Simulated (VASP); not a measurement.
# GeCl3: single point with PBE

The system is GeCl3.

```xyz
4
Lattice="-3.1096 3.1096 2.5627 3.1096 -3.1096 2.5627 3.1096 3.1096 -2.5627" Properties=species:S:1:pos:R:3 pbc="T T T"
Ge    0.0000    0.0000    2.5627
Cl    0.0000    3.1096    1.2813
Cl    3.1096    0.0000    1.2813
Cl    0.0000    0.0000    0.0000
```

The cell was generated, and may not be a known phase.

```
Program             : VASP 6.6.1
Task                : single point
Functional          : PBE
Potentials or basis : VASP PAW PBE potentials, release 64 (Ge_d, Cl)
Cutoff              : 520 eV
k mesh              : 12 × 12 × 12
Occupations         : gaussian, width 0.1 eV
Spin                : no spin polarisation
```

* Pressure: -0.1 GPa
* Band gap on the k mesh: zero (an odd number of electrons rules out a gap without spin polarisation)

Levels at points of the mesh, in eV from the Fermi level:
| k point | band 15 | band 16 | band 17 | band 18 | band 19 | band 20 |
| --- | --- | --- | --- | --- | --- | --- |
| (0.00, 0.00, 0.00) | -2.14 | -1.91 | -1.91 | 1.22 | 1.22 | 1.44 |
| (0.50, 0.00, 0.00) | -2.71 | -2.24 | -1.46 | -1.31 | 0.47 | 1.57 |
| (0.50, 0.50, 0.00) | -2.76 | -1.71 | -1.65 | 1.15 | 1.28 | 1.47 |
| (0.50, 0.50, 0.50) | -1.78 | -1.54 | -1.54 | 1.49 | 1.86 | 1.86 |

Run time: 17 min on 1 thread of Oxide Virtual Turin-like Processor, on a shared host, peak memory 0.46 GiB.

Caveat: an odd number of electrons without spin polarisation forces a metal; a magnetic or distorted state may lie lower.
